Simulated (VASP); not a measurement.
A run of VASP 6.6.1 is set up as follows.

The input INCAR:

```
ALGO     = Fast           # electronic algorithm
EDIFF    = 1E-6           # SCF threshold, eV
ENCUT    = 520            # plane-wave cutoff, eV
GGA      = PE             # functional
ISIF     = 2              # what is computed and relaxed
ISMEAR   = 0              # smearing method
LASPH    = True           # aspherical terms in the spheres
LCHARG   = False          # write CHGCAR
LREAL    = False          # projectors in reciprocal space
LWAVE    = False          # write WAVECAR
NBANDS   = 38             # bands
NELM     = 60             # most SCF steps
PREC     = Accurate       # precision mode
SIGMA    = 0.1            # smearing width, eV
```

Contents of KPOINTS:

```
k-points
0
Gamma
  6 6 6
```

Contents of POSCAR:

```
Ba2Ir
1.0
   -3.0628924839      3.0628924839      6.9027168450
    3.0628924839     -3.0628924839      6.9027168450
    3.0628924839      3.0628924839     -6.9027168450
Ba Ir
4 2
Direct
    0.2208119156      0.2208119156      0.0000000000
    0.9708119156      0.4708119156      0.5000000000
    0.5291880844      0.0291880844      0.5000000000
    0.7791880844      0.7791880844      0.0000000000
    0.0000000000      0.0000000000      0.0000000000
    0.7500000000      0.2500000000      0.5000000000
```

Potentials or basis: VASP PAW PBE potentials, release 64 (Ba_sv, Ir).

Command:

```console
$ cat potpaw_PBE.64/Ba_sv/POTCAR potpaw_PBE.64/Ir/POTCAR > POTCAR
$ mpirun -np 1 vasp_std > vasp.out
```

Q: Estimate the largest force.

A: 0.109 eV/Å.

Q: Estimate the pressure.

A: 1.1 GPa.

Q: Predict the band gap on the k mesh.

A: Zero (bands 29 and 30 overlap by 0.54 eV).

Forces in eV/Å, atoms in the order of the input:
```
Ba   0.000  0.000  0.109
Ba   0.000  0.000  0.109
Ba   0.000  0.000 -0.109
Ba   0.000  0.000 -0.109
Ir   0.000  0.000  0.000
Ir   0.000  0.000  0.000
```

Caveat: spin-orbit coupling is left out, which moves the levels of the heavy elements.
